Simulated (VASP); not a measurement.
# WC (Qusongite) (P-6m2) in VASP: notebook, part 2 of 2

VASP 6.6.1.

## (4) Single point, PBE

This run uses another cell than the first one, of 10.10 Å³/atom, 1.058 times its volume.

Contents of INCAR:

```
PREC     = Accurate       # precision mode
ENCUT    = 520            # plane-wave cutoff, eV
EDIFF    = 1E-7           # SCF threshold, eV
ISMEAR   = 1              # smearing method
SIGMA    = 0.1            # smearing width, eV
LREAL    = F              # projectors in reciprocal space
LASPH    = T              # aspherical terms in the spheres
NELM     = 100            # most SCF steps
ALGO     = Normal         # electronic algorithm
ISIF     = 2              # what is computed and relaxed
LWAVE    = F              # write WAVECAR
LCHARG   = T              # write CHGCAR
GGA      = PE             # functional
LELF     = T              # ELF
LVHAR    = T            
NBANDS   = 16             # bands
```

Contents of KPOINTS:

```
Automatic mesh
0
Gamma
  11 11 9
```

Contents of POSCAR:

```
WC
1.0
    2.8804313312      0.0000000000      0.0000000000
   -1.4402156656      2.4945268691      0.0000000000
    0.0000000000      0.0000000000      2.8111582708
W C
1 1
Direct
    0.0000000000      0.0000000000      0.0000000000
    0.6666666667      0.3333333333      0.5000000000
```

Potentials or basis: VASP PAW PBE potentials, release 64 (W_sv, C).

Command:

```sh
$ cat potpaw_PBE.64/W_sv/POTCAR potpaw_PBE.64/C/POTCAR > POTCAR
$ mpirun -np 1 vasp_std > vasp.out
```

OUTCAR:

```text
PREC = Accurate
   ENCUT = 520
   EDIFF = 1E-7
   ISMEAR = 1
   LREAL = F
   LASPH = T
   NELM = 100
   ISIF = 2
   GGA = PE

 ion  position               nearest neighbor table
   1  0.000  0.000  0.000-   2 2.18   2 2.18   2 2.18   2 2.18   2 2.18   2 2.18
   2  0.667  0.333  0.500-   1 2.18   1 2.18   1 2.18   1 2.18   1 2.18   1 2.18

  LATTYP: Found a hexagonal cell.
 ALAT       =     2.8804313312
 C/A-ratio  =     0.9759504559

  Lattice vectors:

 A1 = (   2.8804313312,   0.0000000000,   0.0000000000)
 A2 = (  -1.4402156656,   2.4945268691,   0.0000000000)
 A3 = (   0.0000000000,   0.0000000000,   2.8111582708)

Analysis of symmetry for initial positions (statically):
=====================================================================
 Subroutine PRICEL returns:
 Original cell was already a primitive cell.

 Routine SETGRP: Setting up the symmetry group for a
 hexagonal supercell.

 Subroutine GETGRP returns: Found 12 space group operations
[... 154 lines left out ...]
   NGX = 11   NGY = 11   NGZ = 11

 number of electron      18.0000000 magnetization

 Free energy of the ion-electron system (eV)
  ---------------------------------------------------
  ext. energy  EPLUGINS =         0.00000000
  ---------------------------------------------------
  free energy    TOTEN  =       -22.39868780 eV

  energy without entropy =      -22.39828423  energy(sigma->0) =      -22.39855328

 E-fermi :  11.5016     XC(G=0): -13.9508

 val. band max:       11.4573823173   @ k =   0.4545   0.0909   0.4444
 cond. band min:      11.5100205777   @ k =   0.2727   0.2727   0.0000
 fundamental gap:      0.0526382604
 Fermi energy:        11.5016334213

 k-point     1 :       0.0000    0.0000    0.0000
  band No.  band energies     occupation
      1     -62.4720      2.00000
      2     -26.4516      2.00000
      3     -26.3417      2.00000
      4     -26.3417      2.00000
      5      -3.1902      2.00000
      6       7.0020      2.00000
[... 433 lines left out ...]
      3     -26.4893      2.00000
      4     -26.4483      2.00000
      5      -1.5404      2.00000
      6       6.0964      2.00000
[... 8 lines left out ...]
     15      25.1267      0.00000
     16      29.5920      0.00000

 [... further k-points ...]
[... 5 lines left out ...]
  --------------------------------------------------------------------------------------
  -------------------------------------------------------------------------------------
  Total        2.3078435      2.3078438      2.3921036      0.0000000      0.0000000     -0.0000000
  in kB      183.0568282    183.0568520    189.7402886      0.0000000      0.0000000     -0.0000000
  external PRESSURE =     185.2846563 kB  Pullay stress =       0.0000000 kB

 VOLUME and BASIS-vectors are now :
 -----------------------------------------------------------------------------
  energy-cutoff  :      520.00
  volume of cell :       20.20
      direct lattice vectors                 reciprocal lattice vectors
     2.880431331  0.000000000  0.000000000     0.347170227  0.200438811  0.000000000
    -1.440215666  2.494526869  0.000000000     0.000000000  0.400877622  0.000000000
     0.000000000  0.000000000  2.811158271     0.000000000  0.000000000  0.355725258

 POSITION                                       TOTAL-FORCE (eV/Angst)
 -----------------------------------------------------------------------------------
      0.00000      0.00000      0.00000        -0.000000      0.000000      0.000000
      1.44022      0.83151      1.40558         0.000000     -0.000000      0.000000
 -----------------------------------------------------------------------------------
    total drift:                                0.000000      0.000001      0.000000

  FREE ENERGIE OF THE ION-ELECTRON SYSTEM (eV)
  ---------------------------------------------------
  free  energy   TOTEN  =       -22.3986877967 eV

  energy  without entropy=      -22.3982842335  energy(sigma->0) =      -22.39855328
```

OSZICAR:

```text
N       E                     dE             d eps       ncg     rms          rms(c)
DAV:   1     0.110505849924E+03    0.11051E+03   -0.94987E+03  2560   0.126E+03
DAV:   2    -0.221686313140E+02   -0.13267E+03   -0.12844E+03  3080   0.339E+02
DAV:   3    -0.254449177543E+02   -0.32763E+01   -0.32643E+01  2720   0.504E+01
DAV:   4    -0.254618750264E+02   -0.16957E-01   -0.16956E-01  3400   0.407E+00
DAV:   5    -0.254619996250E+02   -0.12460E-03   -0.12460E-03  2784   0.329E-01    0.343E+01
DAV:   6    -0.224696117399E+02    0.29924E+01   -0.56106E+00  3072   0.258E+01    0.940E+00
DAV:   7    -0.224256715266E+02    0.43940E-01   -0.41022E-01  2608   0.489E+00    0.660E+00
DAV:   8    -0.224002343883E+02    0.25437E-01   -0.54886E-02  2912   0.195E+00    0.116E+00
DAV:   9    -0.223987274993E+02    0.15069E-02   -0.34672E-03  2872   0.418E-01    0.112E-01
DAV:  10    -0.223986941792E+02    0.33320E-04   -0.31516E-04  3024   0.201E-01    0.723E-02
DAV:  11    -0.223986889850E+02    0.51942E-05   -0.25464E-05  3032   0.429E-02    0.110E-02
DAV:  12    -0.223986878482E+02    0.11368E-05   -0.39162E-06  2808   0.166E-02    0.144E-03
DAV:  13    -0.223986877967E+02    0.51534E-07   -0.14597E-07  2904   0.310E-03
   1 F= -.22398688E+02 E0= -.22398553E+02  d E =-.403563E-03
```

Wall time 8.7 s (1 thread of Intel Xeon 6975P-C (Granite Rapids), shared host); peak memory 0.15 GiB.

What came out:

```yaml
Free_energy: -22.3987 eV
Pressure: 18.5 GPa
Band_gap_on_the_k_mesh: zero (band 9 reaches 12.14 eV, above the bottom of band 10 at 10.90 eV)
```

Stress tensor (GPa, compression positive):
```
18.31  0.00  0.00
 0.00 18.31  0.00
 0.00  0.00 18.97
```

Caveat: spin-orbit coupling is left out, which moves the levels of the heavy elements.

## (5) Single point, PBE

This run uses another cell than the first one, of 10.38 Å³/atom, 1.087 times its volume.

Contents of INCAR:

```
PREC = Accurate ; ENCUT = 520
EDIFF = 1E-6 ; ISMEAR = 1
SIGMA = 0.1 ; LREAL = False
LASPH = True ; NELM = 60
ALGO = Normal ; ISIF = 2
LWAVE = False ; LCHARG = False
GGA = PE ; NBANDS = 16
```

Contents of KPOINTS:

```
regular mesh
0
Gamma
  11 11 9
```

Contents of POSCAR:

```
WC
1.0
    2.9065000000      0.0000000000      0.0000000000
   -1.4532500000      2.5171030000      0.0000000000
    0.0000000000      0.0000000000      2.8366000000
W C
1 1
Direct
    0.0000000000      0.0000000000      0.0000000000
    0.6666666667      0.3333333333      0.5000000000
```

Potentials or basis: VASP PAW PBE potentials, release 64 (W_sv, C).

Command:

```sh
$ cat potpaw_PBE.64/W_sv/POTCAR potpaw_PBE.64/C/POTCAR > POTCAR
$ mpirun -np 1 vasp_std > vasp.out
```

OUTCAR:

```text
PREC = Accurate
   ENCUT = 520
   EDIFF = 1E-6
   ISMEAR = 1
   LREAL = False
   LASPH = True
   NELM = 60
   ISIF = 2
   GGA = PE

 ion  position               nearest neighbor table
   1  0.000  0.000  0.000-   2 2.20   2 2.20   2 2.20   2 2.20   2 2.20   2 2.20
   2  0.667  0.333  0.500-   1 2.20   1 2.20   1 2.20   1 2.20   1 2.20   1 2.20

  LATTYP: Found a hexagonal cell.
 ALAT       =     2.9065000000
 C/A-ratio  =     0.9759504559

  Lattice vectors:

 A1 = (   2.9065000000,   0.0000000000,   0.0000000000)
 A2 = (  -1.4532500000,   2.5171030000,   0.0000000000)
 A3 = (   0.0000000000,   0.0000000000,   2.8366000000)

Analysis of symmetry for initial positions (statically):
=====================================================================
 Subroutine PRICEL returns:
 Original cell was already a primitive cell.

 Routine SETGRP: Setting up the symmetry group for a
 hexagonal supercell.

 Subroutine GETGRP returns: Found 12 space group operations
 (whereof 12 operations were pure point group operations)
 out of a pool of 24 trial point group operations.

The static configuration has the point symmetry D_3h.

Analysis of symmetry for dynamics (positions and initial velocities):
=====================================================================
 Subroutine PRICEL returns:
 Original cell was already a primitive cell.

 Routine SETGRP: Setting up the symmetry group for a
 hexagonal supercell.

 Subroutine GETGRP returns: Found 12 space group operations
 (whereof 12 operations were pure point group operations)
 out of a pool of 24 trial point group operations.

The dynamic configuration has the point symmetry D_3h.

 Subroutine INISYM returns: Found 12 space group operations
 (whereof 12 operations are pure point group operations),
 and found     1 'primitive' translations

----------------------------------------------------------------------------------------

[... 112 lines left out ...]
     AMIX_MAG =   1.60;   BMIX_MAG =  1.00
  volume/ion in A,a.u.               =      10.38        70.02
  Fermi-wavevector in a.u.,A,eV,Ry     =   1.561262  2.950358 33.164743  2.437540
  Thomas-Fermi vector in A             =   2.664353
   LORBIT       =      0    0 simple, 1 ext, 2 COOP (PROOUT), +10 PAW based schemes
   GGA     = PE    functional components
   LHFCALC =     F    Hartree Fock is set to
   AEXX    =    0.0000 exact exchange contribution
   IVDW    =     0    specifies the selected vdW correction
   LEPSILON=     F    determine dielectric tensor
   LRPA    =     F    only Hartree local field effects (RPA)
 non-spin polarized calculation
 Methfessel and Paxton  Order N= 1 SIGMA  =   0.10
  energy-cutoff  :      520.00
  volume of cell :       20.75
 maximum number of plane-waves:       580
 NGX is ok and might be reduce to    24
   NGX = 11   NGY = 11   NGZ = 11

 number of electron      18.0000000 magnetization

 Free energy of the ion-electron system (eV)
  ---------------------------------------------------
  ext. energy  EPLUGINS =         0.00000000
  ---------------------------------------------------
  free energy    TOTEN  =       -22.44214447 eV

  energy without entropy =      -22.44161358  energy(sigma->0) =      -22.44196751

 E-fermi :  11.0950     XC(G=0): -13.7999

 val. band max:       11.0669485590   @ k =   0.0909  -0.0000   0.3333
 cond. band min:      11.1200903639   @ k =   0.4545   0.0000   0.4444
 fundamental gap:      0.0531418049
 Fermi energy:        11.0950420992

 k-point     1 :       0.0000    0.0000    0.0000
  band No.  band energies     occupation
      1     -62.9228      2.00000
      2     -26.9036      2.00000
      3     -26.8019      2.00000
      4     -26.8019      2.00000
      5      -3.3726      2.00000
      6       6.7669      2.00000
[... 433 lines left out ...]
      3     -26.9382      2.00000
      4     -26.8987      2.00000
      5      -1.7778      2.00000
      6       5.8531      2.00000
[... 8 lines left out ...]
     15      24.5639      0.00000
     16      28.8997      0.00000

 [... further k-points ...]

------------------------ aborting loop because EDIFF is reached ----------------------------------------

  FORCE on cell =-STRESS in cart. coord.  units (eV):
  Direction    XX          YY          ZZ          XY          YZ          ZX
  --------------------------------------------------------------------------------------
  -------------------------------------------------------------------------------------
  Total        0.9008687      0.9008689      0.7991985     -0.0000000      0.0000000      0.0000000
  in kB       69.5508892     69.5508982     61.7015173     -0.0000000      0.0000000      0.0000000
  external PRESSURE =      66.9344349 kB  Pullay stress =       0.0000000 kB

 VOLUME and BASIS-vectors are now :
 -----------------------------------------------------------------------------
  energy-cutoff  :      520.00
  volume of cell :       20.75
      direct lattice vectors                 reciprocal lattice vectors
     2.906500000  0.000000000  0.000000000     0.344056425  0.198641057  0.000000000
    -1.453250000  2.517103000  0.000000000     0.000000000  0.397282114  0.000000000
     0.000000000  0.000000000  2.836600000     0.000000000  0.000000000  0.352534725

 POSITION                                       TOTAL-FORCE (eV/Angst)
 -----------------------------------------------------------------------------------
      0.00000      0.00000      0.00000         0.000000      0.000000      0.000000
      1.45325      0.83903      1.41830        -0.000000     -0.000000      0.000000
 -----------------------------------------------------------------------------------
    total drift:                                0.000000      0.000001      0.000000

  FREE ENERGIE OF THE ION-ELECTRON SYSTEM (eV)
  ---------------------------------------------------
  free  energy   TOTEN  =       -22.4421444697 eV

  energy  without entropy=      -22.4416135840  energy(sigma->0) =      -22.44196751
```

OSZICAR:

```text
N       E                     dE             d eps       ncg     rms          rms(c)
DAV:   1     0.108879183198E+03    0.10888E+03   -0.92690E+03  2576   0.124E+03
DAV:   2    -0.222598850401E+02   -0.13114E+03   -0.12643E+03  3056   0.335E+02
DAV:   3    -0.254979700229E+02   -0.32381E+01   -0.32237E+01  2808   0.499E+01
DAV:   4    -0.255155680033E+02   -0.17598E-01   -0.17597E-01  3384   0.410E+00
DAV:   5    -0.255156927145E+02   -0.12471E-03   -0.12471E-03  2832   0.332E-01    0.324E+01
DAV:   6    -0.225234986399E+02    0.29922E+01   -0.57581E+00  3088   0.258E+01    0.855E+00
DAV:   7    -0.224700240191E+02    0.53475E-01   -0.43541E-01  2632   0.503E+00    0.623E+00
DAV:   8    -0.224436257053E+02    0.26398E-01   -0.64134E-02  2928   0.214E+00    0.110E+00
DAV:   9    -0.224422032343E+02    0.14225E-02   -0.34200E-03  2832   0.441E-01    0.121E-01
DAV:  10    -0.224421486054E+02    0.54629E-04   -0.32797E-04  3096   0.205E-01    0.689E-02
DAV:  11    -0.224421454320E+02    0.31734E-05   -0.21342E-05  2880   0.399E-02    0.106E-02
DAV:  12    -0.224421444697E+02    0.96231E-06   -0.35490E-06  2896   0.161E-02
   1 F= -.22442144E+02 E0= -.22441968E+02  d E =-.530886E-03
```

Run time: 8.1 s. Hardware: 1 thread of Intel Xeon 6975P-C (Granite Rapids), shared host; peak memory 0.15 GiB.

What came out:

| Quantity | Value |
| --- | --- |
| Free energy | -22.4421 eV |
| Pressure | 6.7 GPa |
| Band gap on the k mesh | zero (band 9 reaches 11.73 eV, above the bottom of band 10 at 10.54 eV) |

Stress tensor (GPa, compression positive):
```
6.96 0.00 0.00
0.00 6.96 0.00
0.00 0.00 6.17
```

Caveat: spin-orbit coupling is left out, which moves the levels of the heavy elements.

## (6) Single point, PBE

This run uses another cell than the first one, of 10.65 Å³/atom, 1.116 times its volume.

Contents of INCAR:

```
PREC = Accurate
ENCUT = 520
EDIFF = 1E-7
ISMEAR = 1
SIGMA = 0.1
LREAL = F
LASPH = T
NELM = 100
ALGO = Normal
ISIF = 2
LWAVE = F
LCHARG = F
GGA = PE
NBANDS = 16
```

Contents of KPOINTS:

```
Automatic mesh
0
Gamma
  11 11 9
```

Contents of POSCAR:

```
WC
1.0
    2.9321092491      0.0000000000      0.0000000000
   -1.4660546245      2.5392812617      0.0000000000
    0.0000000000      0.0000000000      2.8615933583
W C
1 1
Direct
    0.0000000000      0.0000000000      0.0000000000
    0.6666666667      0.3333333333      0.5000000000
```

Potentials or basis: VASP PAW PBE potentials, release 64 (W_sv, C).

Command:

```sh
$ cat potpaw_PBE.64/W_sv/POTCAR potpaw_PBE.64/C/POTCAR > POTCAR
$ mpirun -np 1 vasp_std > vasp.out
```

Run time: 9 s. Hardware: 1 thread of Intel Xeon 6975P-C (Granite Rapids), shared host; peak memory 0.15 GiB.

The run converged. Its results:

* Free energy: -22.4474 eV
* Pressure: -3.6 GPa
* Band gap on the k mesh: zero (band 9 reaches 11.35 eV, above the bottom of band 10 at 10.19 eV)

Stress tensor (GPa, compression positive):
```
-2.89  0.00  0.00
 0.00 -2.89  0.00
 0.00  0.00 -4.97
```

Levels at points of the mesh, in eV from the Fermi level:
```
           k point  band 6  band 7  band 8  band 9  band 10  band 11  band 12  band 13
(0.00, 0.00, 0.00)   -4.17   -3.23   -3.23    0.08     3.11     3.11     5.47     5.47
```

Caveat: spin-orbit coupling is left out, which moves the levels of the heavy elements.

## (7) The runs side by side

```tsv
cell	gap on the mesh (eV)	pressure (GPa)
a = 2.827, b = 2.827, c = 2.759 Å, angles 90.0, 90.0, 120.0°, 2 atoms	none	47.8
a = 2.854, b = 2.854, c = 2.785 Å, angles 90.0, 90.0, 120.0°, 2 atoms	none	32.1
a = 2.880, b = 2.880, c = 2.811 Å, angles 90.0, 90.0, 120.0°, 2 atoms	none	18.5
a = 2.906, b = 2.907, c = 2.837 Å, angles 90.0, 90.0, 120.0°, 2 atoms	none	6.7
a = 2.932, b = 2.932, c = 2.862 Å, angles 90.0, 90.0, 120.0°, 2 atoms	none	-3.6
```

Alike in all rows: task single point; level PBE; potentials or basis VASP PAW PBE potentials, release 64 (W_sv, C); no spin polarisation; k mesh 11 × 11 × 9; cutoff (eV) 520; smearing methfessel-paxton 0.1 eV.

Caveats: spin-orbit coupling is left out, which moves the levels of the heavy elements.

Total energies depend on the potentials used, so only differences within one code and one set of settings carry meaning.
